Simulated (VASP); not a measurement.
Runs of VASP 6.6.1 on Ta. The structure is that of space group P6_3/mmc (No. 194), or close to it. The cells are those of the table. This isn't the form of Ta at room conditions, which is bcc.

| cell | gap on the mesh (eV) | pressure (GPa) |
| --- | --- | --- |
| a = 2.954, b = 2.954, c = 10.075 Å, angles 90.0, 90.0, 120.0°, 4 atoms | none | (b) |
| a = 2.831, b = 2.831, c = 9.654 Å, angles 90.0, 90.0, 120.0°, 4 atoms | none | 30.1 |
| a = 2.993, b = 2.993, c = 10.207 Å, angles 90.0, 90.0, 120.0°, 4 atoms | none | -6.8 |
| a = 2.914, b = 2.914, c = 9.938 Å, angles 90.0, 90.0, 120.0°, 4 atoms | none | (a) |
| a = 2.873, b = 2.873, c = 9.798 Å, angles 90.0, 90.0, 120.0°, 4 atoms | none | 18.1 |
| a = 3.031, b = 3.031, c = 10.336 Å, angles 90.0, 90.0, 120.0°, 4 atoms | none | -12.3 |

Alike in all rows: task single point; level revPBE; potentials or basis VASP PAW PBE potentials, release 64 (Ta_pv); no spin polarisation; k mesh 14 × 14 × 4; cutoff (eV) 520; smearing fermi-dirac 0.1 eV.

Question: Fill in the values left out.

Answer: (a) 8.2; (b) 0.0.

Caveats: the PAW data sets were made with another functional, which shifts forces and pressure a little; spin-orbit coupling is left out, which moves the levels of the heavy elements; the cell stands under pressure (at least some runs); the cell stands under tension (at least some runs).

A k mesh can miss the band edges, and the runs leave out spin-orbit coupling on Ta.

A gap of «none» marks levels without a gap at the run's occupations.
